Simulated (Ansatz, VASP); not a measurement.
# In in VASP and in Ansatz

```
CELL_PARAMETERS angstrom
-1.62547 1.62547 2.47370
1.62547 -1.62547 2.47370
1.62547 1.62547 -2.47370
ATOMIC_POSITIONS crystal
In 0.00000 0.00000 0.00000
```

Alike in both runs: functional revPBE; k mesh 11 × 11 × 11; occupations fermi-dirac, width 0.05 eV; no spin polarisation.

|  | VASP | Ansatz |
| --- | --- | --- |
| version | VASP 6.6.1 | Ansatz 0.2.0 |
| potentials or method | VASP PAW PBE potentials, release 64 (In_d) | Ansatz PAW |
| plane-wave cutoff (eV) | 520 | 420 |
| valence electrons in the cell | 13 | 13 |
| task | single point | band structure |

```csv
,VASP,Ansatz,Ansatz less VASP
gap on the k mesh at the Fermi level (eV),none,none,-
pressure (GPa),3.3,3.3,+0.01
"traceless stress, the component that is largest in VASP (GPa)",-0.43,-0.43,+0.003
```

VASP's potentials were made for PBE, not for revPBE. A gap of «none» marks a metal or a gap that the smearing closes.
